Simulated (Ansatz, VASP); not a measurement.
## Two plane-wave programs on Al

File INCAR:

```
PREC = Accurate ; ENCUT = 520
EDIFF = 1E-6 ; ISMEAR = 0
SIGMA = 0.15 ; LREAL = False
LASPH = True ; NELM = 80
ALGO = Fast ; ISIF = 2
LWAVE = False ; LCHARG = False
GGA = PE ; NBANDS = 14
```

The input KPOINTS:

```
Automatic mesh
0
Gamma
  16 16 5
```

POSCAR

```
Al
1.0
   -1.6174623135      1.6174623135     -1.6174623135
   -1.6174623135     -1.6174623135      1.6174623135
   -1.2939698508      6.1463567915      6.7933417169
Al
4
Direct
   -0.2625000000     -0.4375000000      0.8750000000
    0.4625000000      0.4375000000      0.1250000000
   -0.1125000000     -0.1875000000      0.3750000000
    0.3125000000      0.1875000000      0.6250000000
```

Input for Ansatz:

```yaml
crystal:
  lattice:
    - [-1.6174623135, 1.6174623135, -1.6174623135]
    - [-1.6174623135, -1.6174623135, 1.6174623135]
    - [-1.2939698508, 6.1463567915, 6.7933417169]
  atoms:
    - { symbol: Al, position: [-0.2625, -0.4375, 0.875] }
    - { symbol: Al, position: [0.4625, 0.4375, 0.125] }
    - { symbol: Al, position: [-0.1125, -0.1875, 0.375] }
    - { symbol: Al, position: [0.3125, 0.1875, 0.625] }
basis:
  ecutwfc: 420
kpoints:
  mp_grid: { grid: [16, 16, 5] }
hamiltonian:
  xc: pbe
  pseudopotentials: { kind: paw, azcp: { folder: soft_1 } }
scf:
  occupations: { method: gaussian, width: 0.15 }
output:
  forces: true
  stress: true
  eigenvalues: true
```

Alike in both runs: task single point; functional PBE; k mesh 16 × 16 × 5; occupations gaussian, width 0.15 eV; no spin polarisation.

|  | VASP | Ansatz |
| --- | --- | --- |
| version | VASP 6.6.1 | Ansatz 0.2.0 |
| potentials or method | VASP PAW PBE potentials, release 64 (Al), cutoff 520 eV | scalar-relativistic, plane waves, PAW |
| valence electrons in the cell | 12 | 12 |

Ansatz gave:

- gap on the k mesh at the Fermi level (eV): none
- pressure (GPa): 3.2
- traceless stress, the component that is largest in VASP (GPa): 4.59
- rms of the force components (eV/Å): 0.795

Problem. What did VASP give for the same quantities?

Solution. gap on the k mesh at the Fermi level (eV): none; pressure (GPa): 3.2; traceless stress, the component that is largest in VASP (GPa): 4.59; rms of the force components (eV/Å): 0.796.

Atom by atom the forces differ by 0.001 eV/Å (rms over components). A gap of «none» marks a metal or a gap that the smearing closes.
